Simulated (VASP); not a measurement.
# Sn (I4_1/amd) in VASP: notebook

Sn is run at these levels: PBEsol; tasks: single point.

All numbers are computed with VASP 6.6.1; they aren't measurements. Logs are shortened: lines on timing, memory, paths and dates and some standing lists are left out, and cuts for length are marked.

## Step 1: The cell of the first run

It takes space group I4_1/amd (No. 141, tetragonal). The conventional cell has a = 4.811 Å, b = 4.811 Å, c = 7.065 Å, α = 90.00°, β = 90.00°, γ = 90.00°. Within 3.9 Å of Sn (site symmetry -4m2) lie 4 Sn at 2.98 Å.

## Step 2: Single point, PBEsol (strain +0.040 along x and y, +0.080 along z)

Input file INCAR:

```
SYSTEM = Sn
  ALGO = Fast
  EDIFF = 1E-6
  ENCUT = 520
  GGA = PS
  ISIF = 2
  ISMEAR = 0
  LASPH = .True.
  LCHARG = .False.
  LREAL = .False.
  LWAVE = .False.
  NBANDS = 21
  NELM = 60
  PREC = Accurate
  SIGMA = 0.15
```

Input file KPOINTS:

```
k-points
0
Gamma
  16 16 16
  0 0 0
```

Input file POSCAR:

```
Sn
1.0
    0.0000000000      3.4016104510      3.5324416222
    3.4016104510      0.0000000000      3.5324416222
    3.4016104510      3.4016104510      0.0000000000
Sn
2
Direct
    0.5000000000      0.5000000000      0.5000000000
    0.7500000000      0.7500000000      0.7500000000
```

Potentials or basis: VASP PAW PBE potentials, release 64 (Sn_d).

Command:

```console
$ cat potpaw_PBE.64/Sn_d/POTCAR > POTCAR
$ mpirun -np 1 vasp_std > vasp.out
```

OUTCAR:

```text
SYSTEM = Sn
   EDIFF = 1E-6
   ENCUT = 520
   GGA = PS
   ISIF = 2
   ISMEAR = 0
   LASPH = .True.
   LREAL = .False.
   NELM = 60
   PREC = Accurate

 ion  position               nearest neighbor table
   1  0.500  0.500  0.500-   2 2.98   2 2.98   2 2.98   2 2.98
   2  0.750  0.750  0.750-   1 2.98   1 2.98   1 2.98   1 2.98

  LATTYP: Found a body centered tetragonal cell.
 ALAT       =     4.8106036337
 C/A-ratio  =     1.4686063917

  Lattice vectors:

 A1 = (  -3.4016104510,   0.0000000000,   3.5324416222)
 A2 = (   3.4016104510,   0.0000000000,   3.5324416222)
 A3 = (   0.0000000000,   3.4016104510,  -3.5324416222)

Analysis of symmetry for initial positions (statically):
=====================================================================
 Subroutine PRICEL returns:
 Original cell was already a primitive cell.

 Routine SETGRP: Setting up the symmetry group for a
 body centered tetragonal supercell.

 Subroutine GETGRP returns: Found 16 space group operations
 (whereof  8 operations were pure point group operations)
 out of a pool of 16 trial point group operations.

The static configuration has the point symmetry D_2d.
 The point group associated with its full space group is D_4h.

Analysis of symmetry for dynamics (positions and initial velocities):
=====================================================================
 Subroutine PRICEL returns:
 Original cell was already a primitive cell.

 Routine SETGRP: Setting up the symmetry group for a
 body centered tetragonal supercell.

 Subroutine GETGRP returns: Found 16 space group operations
 (whereof  8 operations were pure point group operations)
 out of a pool of 16 trial point group operations.

The dynamic configuration has the point symmetry D_2d.
 The point group associated with its full space group is D_4h.

 Subroutine INISYM returns: Found 16 space group operations
 (whereof  8 operations are pure point group operations),
 and found     1 'primitive' translations

----------------------------------------------------------------------------------------

                                     Primitive cell

  volume of cell :      81.7474

  direct lattice vectors                    reciprocal lattice vectors
     0.000000000  3.401610451  3.532441622    -0.146989200  0.146989200  0.141545156
     3.401610451  0.000000000  3.532441622     0.146989200 -0.146989200  0.141545156
     3.401610451  3.401610451  0.000000000     0.146989200  0.146989200 -0.141545156

  length of vectors
     4.903987915  4.903987915  4.810603634     0.251488929  0.251488929  0.251488929

  position of ions in fractional coordinates (direct lattice)
     0.500000000  0.500000000  0.500000000
     0.750000000  0.750000000  0.750000000

  ion indices of the primitive-cell ions
   primitive index   ion index
                 1           1
                 2           2

----------------------------------------------------------------------------------------

 KPOINTS: k-points

Automatic generation of k-mesh.
 Grid dimensions read from file:
 generate k-points for:   16   16   16

 Generating k-lattice:

  Cartesian coordinates                     Fractional coordinates (reciprocal lattice)
    -0.009186825  0.009186825  0.008846572     0.062500000  0.000000000  0.000000000
     0.009186825 -0.009186825  0.008846572     0.000000000  0.062500000  0.000000000
     0.009186825  0.009186825 -0.008846572     0.000000000  0.000000000  0.062500000

  Length of vectors
     0.015718058  0.015718058  0.015718058

  Shift w.r.t. Gamma in fractional coordinates (k-lattice)
     0.000000000  0.000000000  0.000000000

 Subroutine IBZKPT returns following result:
 ===========================================

 Found    349 irreducible k-points:

 Following reciprocal coordinates:
            Coordinates               Weight
  0.000000  0.000000  0.000000      1.000000
  0.062500 -0.000000  0.000000      8.000000
  0.125000 -0.000000  0.000000      8.000000
  0.187500 -0.000000  0.000000      8.000000
  0.250000 -0.000000  0.000000      8.000000
  0.312500 -0.000000  0.000000      8.000000
[... 16 lines left out ...]
 -0.125000  0.062500  0.000000      8.000000
 -0.062500  0.062500  0.000000      4.000000
 [... further k-points ...]
   k-points           NKPTS =    349   k-points in BZ     NKDIM =    349   number of bands    NBANDS=     21
   number of dos      NEDOS =    301   number of ions     NIONS =      2
   total plane-waves  NPLWV =  46656
   dimension x,y,z NGX =    36 NGY =   36 NGZ =   36
   dimension x,y,z NGXF=    72 NGYF=   72 NGZF=   72
   ions per type =               2
   NGX,Y,Z   is equivalent  to a cutoff of  12.20, 12.20, 12.44 a.u.
   NGXF,Y,Z  is equivalent  to a cutoff of  24.41, 24.41, 24.88 a.u.
 SYSTEM =  Sn
   PREC   = accura    normal or accurate (medium, high low for compatibility)
   ISTART =      0    job   : 0-new  1-cont  2-samecut
   ICHARG =      2    charge: 1-file 2-atom 10-const
   ISPIN  =      1    spin polarized calculation?
   LNONCOLLINEAR =      F non collinear calculations
   LSORBIT =      F    spin-orbit coupling
   LASPH  =      T    aspherical Exc in radial PAW
   ENCUT  =  520.0 eV  38.22 Ry    6.18 a.u.   9.12  9.12  8.94*2*pi/ulx,y,z
   NELM   =     60;   NELMIN=  2; NELMDL= -5     # of ELM steps
   EDIFF  = 0.1E-05   stopping-criterion for ELM
   LREAL  =      F    real-space projection
   EDIFFG = 0.1E-04   stopping-criterion for IOM
   NSW    =      0    number of steps for IOM
   IBRION =     -1    ionic relax: 0-MD 1-quasi-New 2-CG
   NFREE  =      0    steps in history (QN), initial steepest desc. (CG)
   ISIF   =      2    stress and relaxation
   ISYM   =      2    0-nonsym 1-usesym 2-fastsym
   POTIM  = 0.5000    time-step for ionic-motion
   TEBEG  =    0.0;   TEEND  =   0.0 temperature during run
   PSTRESS=    0.0 pullay stress
   NELECT =      28.0000    total number of electrons
   NUPDOWN=      -1.0000    fix difference up-down
   EMIN   =  10.00;   EMAX   =-10.00  energy-range for DOS
   EFERMI =   0.00;   METHOD = LEGACY
   ISMEAR =     0;   SIGMA  =   0.15  broadening in eV -4-tet -1-fermi 0-gaus
   EFERMI_NEDOS =   21; number of points for ismear=-14 and -15
   IALGO  =     68    algorithm
   IMIX   =      4    mixing-type and parameters
     AMIX     =   0.40;   BMIX     =  1.00
     AMIX_MAG =   1.60;   BMIX_MAG =  1.00
  volume/ion in A,a.u.               =      40.87       275.83
  Fermi-wavevector in a.u.,A,eV,Ry     =   1.145432  2.164553 17.851053  1.312015
  Thomas-Fermi vector in A             =   2.282121
   LORBIT       =      0    0 simple, 1 ext, 2 COOP (PROOUT), +10 PAW based schemes
   GGA     = PS    functional components
   LHFCALC =     F    Hartree Fock is set to
   AEXX    =    0.0000 exact exchange contribution
   IVDW    =     0    specifies the selected vdW correction
   LEPSILON=     F    determine dielectric tensor
   LRPA    =     F    only Hartree local field effects (RPA)
 non-spin polarized calculation
 RMM-DIIS sequential band-by-band and
 Gauss-broadening in eV      SIGMA  =   0.15
  energy-cutoff  :      520.00
  volume of cell :       81.75
 maximum number of plane-waves:      2225
   NGX = 19   NGY = 19   NGZ = 17

 number of electron      27.9999991 magnetization

 Free energy of the ion-electron system (eV)
  ---------------------------------------------------
  ext. energy  EPLUGINS =         0.00000000
  ---------------------------------------------------
  free energy    TOTEN  =        -8.26812054 eV

  energy without entropy =       -8.26517847  energy(sigma->0) =       -8.26664951

 E-fermi :   3.7415     XC(G=0):  -8.3084

 val. band max:        3.7371975347   @ k =  -0.0625   0.0000   0.0625
 cond. band min:       3.7535435537   @ k =   0.0625   0.0000   0.0625
 fundamental gap:      0.0163460190
 Fermi energy:         3.7414546237

 k-point     1 :       0.0000    0.0000    0.0000
  band No.  band energies     occupation
      1     -17.5675      2.00000
      2     -17.5675      2.00000
      3     -17.5616      2.00000
      4     -17.5273      2.00000
      5     -17.5258      2.00000
      6     -17.3472      2.00000
[... 13 lines left out ...]
     20      11.0319      0.00000
     21      11.5187      0.00000

 k-point     2 :       0.0625   -0.0000    0.0000
  band No.  band energies     occupation
      1     -17.5695      2.00000
      2     -17.5676      2.00000
      3     -17.5627      2.00000
      4     -17.5248      2.00000
      5     -17.5231      2.00000
      6     -17.3509      2.00000
[... 13 lines left out ...]
     20      10.7481      0.00000
     21      11.2240      0.00000

 k-point     3 :       0.1250   -0.0000    0.0000
  band No.  band energies     occupation
      1     -17.5740      2.00000
      2     -17.5700      2.00000
      3     -17.5627      2.00000
      4     -17.5188      2.00000
      5     -17.5167      2.00000
      6     -17.3585      2.00000
[... 13 lines left out ...]
     20      10.4363      0.00000
     21      10.8174      0.00000

 k-point     4 :       0.1875   -0.0000    0.0000
  band No.  band energies     occupation
      1     -17.5791      2.00000
      2     -17.5741      2.00000
      3     -17.5604      2.00000
      4     -17.5116      2.00000
      5     -17.5089      2.00000
      6     -17.3663      2.00000
[... 13 lines left out ...]
     20      10.3034      0.00000
     21      10.5629      0.00000

 k-point     5 :       0.2500   -0.0000    0.0000
  band No.  band energies     occupation
      1     -17.5837      2.00000
      2     -17.5779      2.00000
      3     -17.5571      2.00000
      4     -17.5047      2.00000
      5     -17.5014      2.00000
      6     -17.3732      2.00000
[... 13 lines left out ...]
     20      10.3871      0.00000
     21      10.5066      0.00000
[... 382 lines left out ...]
     20      10.2096      0.00000
     21      10.9242      0.00000

 k-point    22 :      -0.1875    0.0625    0.0000
  band No.  band energies     occupation
      1     -17.5831      2.00000
      2     -17.5739      2.00000
      3     -17.5573      2.00000
      4     -17.5092      2.00000
      5     -17.5045      2.00000
      6     -17.3747      2.00000
[... 13 lines left out ...]
     20      10.1997      0.00000
     21      10.6530      0.00000

 k-point    23 :      -0.1250    0.0625    0.0000
  band No.  band energies     occupation
      1     -17.5782      2.00000
      2     -17.5688      2.00000
      3     -17.5617      2.00000
      4     -17.5162      2.00000
      5     -17.5123      2.00000
      6     -17.3668      2.00000
[... 13 lines left out ...]
     20      10.3903      0.00000
     21      10.6666      0.00000

 k-point    24 :      -0.0625    0.0625    0.0000
  band No.  band energies     occupation
      1     -17.5731      2.00000
      2     -17.5654      2.00000
      3     -17.5643      2.00000
      4     -17.5216      2.00000
      5     -17.5198      2.00000
      6     -17.3583      2.00000
[... 13 lines left out ...]
     20      10.7455      0.00000
     21      10.8622      0.00000

 [... further k-points ...]

------------------------ aborting loop because EDIFF is reached ----------------------------------------

  FORCE on cell =-STRESS in cart. coord.  units (eV):
  Direction    XX          YY          ZZ          XY          YZ          ZX
  --------------------------------------------------------------------------------------
  -------------------------------------------------------------------------------------
  Total       -2.1214922     -2.1214922     -2.6676306      0.0000000      0.0000000      0.0000000
  in kB      -41.5793680    -41.5793680    -52.2831962      0.0000000      0.0000000      0.0000000
  external PRESSURE =     -45.1473108 kB  Pullay stress =       0.0000000 kB

 VOLUME and BASIS-vectors are now :
 -----------------------------------------------------------------------------
  energy-cutoff  :      520.00
  volume of cell :       81.75
      direct lattice vectors                 reciprocal lattice vectors
     0.000000000  3.401610451  3.532441622    -0.146989200  0.146989200  0.141545156
     3.401610451  0.000000000  3.532441622     0.146989200 -0.146989200  0.141545156
     3.401610451  3.401610451  0.000000000     0.146989200  0.146989200 -0.141545156

 POSITION                                       TOTAL-FORCE (eV/Angst)
 -----------------------------------------------------------------------------------
      3.40161      3.40161      3.53244         0.000000      0.000000     -0.000000
      5.10242      5.10242      5.29866        -0.000000     -0.000000      0.000000
 -----------------------------------------------------------------------------------
    total drift:                                0.000000      0.000000      0.000000

  FREE ENERGIE OF THE ION-ELECTRON SYSTEM (eV)
  ---------------------------------------------------
  free  energy   TOTEN  =        -8.2681205427 eV

  energy  without entropy=       -8.2651784697  energy(sigma->0) =       -8.26664951
```

Run time: 11 min. Hardware: 1 thread of AMD EPYC 9755, shared host; peak memory 0.52 GiB.

Results:

```
Free energy            : -8.2681 eV
Pressure               : -4.5 GPa
Band gap on the k mesh : zero (bands 14 and 15 overlap by 0.53 eV)
```

Caveat: the cell differs from its parent crystal (strain +0.040 along x and y, +0.080 along z); the cell stands under tension; the PAW data sets were made with another functional, which shifts forces and pressure a little; spin-orbit coupling is left out, which moves the levels of the heavy elements.

## Step 3: Single point, PBEsol (strain +0.000 along x and y, +0.040 along z)

Input file INCAR:

```
SYSTEM = Sn
PREC = Accurate
ENCUT = 520
EDIFF = 1E-6
ISMEAR = 0
SIGMA = 0.15
LREAL = .False.
LASPH = .True.
NELM = 100
ALGO = Fast
ISIF = 2
LWAVE = .False.
LCHARG = .False.
GGA = PS
NBANDS = 21
```

Input file KPOINTS:

```
regular mesh
0
Gamma
  16 16 16
  0 0 0
```

Input file POSCAR:

```
Sn
1.0
    0.0000000000      3.2707792798      3.4016104510
    3.2707792798      0.0000000000      3.4016104510
    3.2707792798      3.2707792798      0.0000000000
Sn
2
Direct
    0.5000000000      0.5000000000      0.5000000000
    0.7500000000      0.7500000000      0.7500000000
```

Potentials or basis: VASP PAW PBE potentials, release 64 (Sn_d).

Command:

```console
$ cat potpaw_PBE.64/Sn_d/POTCAR > POTCAR
$ mpirun -np 1 vasp_std > vasp.out
```

OUTCAR:

```text
SYSTEM = Sn
   PREC = Accurate
   ENCUT = 520
   EDIFF = 1E-6
   ISMEAR = 0
   LREAL = .False.
   LASPH = .True.
   NELM = 100
   ISIF = 2
   GGA = PS

 ion  position               nearest neighbor table
   1  0.500  0.500  0.500-   2 2.87   2 2.87   2 2.87   2 2.87
   2  0.750  0.750  0.750-   1 2.87   1 2.87   1 2.87   1 2.87

  LATTYP: Found a body centered tetragonal cell.
 ALAT       =     4.6255804170
 C/A-ratio  =     1.4707821049

  Lattice vectors:

[... 767 lines left out ...]

  FORCE on cell =-STRESS in cart. coord.  units (eV):
  Direction    XX          YY          ZZ          XY          YZ          ZX
  --------------------------------------------------------------------------------------
  -------------------------------------------------------------------------------------
  Total       -0.5485304     -0.5485304     -1.1154548      0.0000000      0.0000000      0.0000000
  in kB      -12.0751982    -12.0751982    -24.5553153      0.0000000      0.0000000      0.0000000
  external PRESSURE =     -16.2352372 kB  Pullay stress =       0.0000000 kB

 VOLUME and BASIS-vectors are now :
 -----------------------------------------------------------------------------
  energy-cutoff  :      520.00
  volume of cell :       72.78
      direct lattice vectors                 reciprocal lattice vectors
     0.000000000  3.270779280  3.401610451    -0.152868768  0.152868768  0.146989200
     3.270779280  0.000000000  3.401610451     0.152868768 -0.152868768  0.146989200
     3.270779280  3.270779280  0.000000000     0.152868768  0.152868768 -0.146989200

 POSITION                                       TOTAL-FORCE (eV/Angst)
 -----------------------------------------------------------------------------------
      3.27078      3.27078      3.40161        -0.000000      0.000000     -0.000000
      4.90617      4.90617      5.10242         0.000000     -0.000000      0.000000
 -----------------------------------------------------------------------------------
    total drift:                                0.000000      0.000000      0.000000

  FREE ENERGIE OF THE ION-ELECTRON SYSTEM (eV)
  ---------------------------------------------------
  free  energy   TOTEN  =        -8.4454190824 eV

  energy  without entropy=       -8.4439050181  energy(sigma->0) =       -8.44466205
```

OSZICAR:

```text
N       E                     dE             d eps       ncg     rms          rms(c)
DAV:   1     0.228523033151E+03    0.22852E+03   -0.14811E+04 14878   0.189E+03
DAV:   2     0.167087743528E+02   -0.21181E+03   -0.20737E+03 14743   0.444E+02
DAV:   3    -0.771245030533E+01   -0.24421E+02   -0.24281E+02 17288   0.140E+02
DAV:   4    -0.850582994617E+01   -0.79338E+00   -0.79301E+00 16628   0.286E+01
DAV:   5    -0.853339922327E+01   -0.27569E-01   -0.27569E-01 21408   0.520E+00    0.296E+00
RMM:   6    -0.847279848182E+01    0.60601E-01   -0.32678E-02 18094   0.224E+00    0.172E+00
RMM:   7    -0.844368165589E+01    0.29117E-01   -0.53061E-02 18156   0.249E+00    0.158E-01
RMM:   8    -0.844489784718E+01   -0.12162E-02   -0.10098E-02 18746   0.919E-01    0.640E-02
RMM:   9    -0.844538063822E+01   -0.48279E-03   -0.30956E-03 22963   0.473E-01    0.331E-02
RMM:  10    -0.844540638176E+01   -0.25744E-04   -0.25957E-04 19329   0.173E-01    0.101E-02
RMM:  11    -0.844541890973E+01   -0.12528E-04   -0.12458E-04 24805   0.865E-02    0.866E-03
RMM:  12    -0.844541908240E+01   -0.17267E-06   -0.84165E-06 18607   0.271E-02
   1 F= -.84454191E+01 E0= -.84446621E+01  d E =-.151406E-02
```

It took 13 min on 1 thread of Oxide Virtual Turin-like, shared host; peak memory 0.49 GiB.

Results:

```yaml
Free_energy: -8.4454 eV
Pressure: -1.6 GPa
Band_gap_on_the_k_mesh: zero (bands 14 and 15 overlap by 0.37 eV)
```

Caveat: the cell differs from its parent crystal (strain +0.000 along x and y, +0.040 along z); the PAW data sets were made with another functional, which shifts forces and pressure a little; spin-orbit coupling is left out, which moves the levels of the heavy elements.

The gap in the log of VASP goes by the Fermi energy; the results here count the filled bands.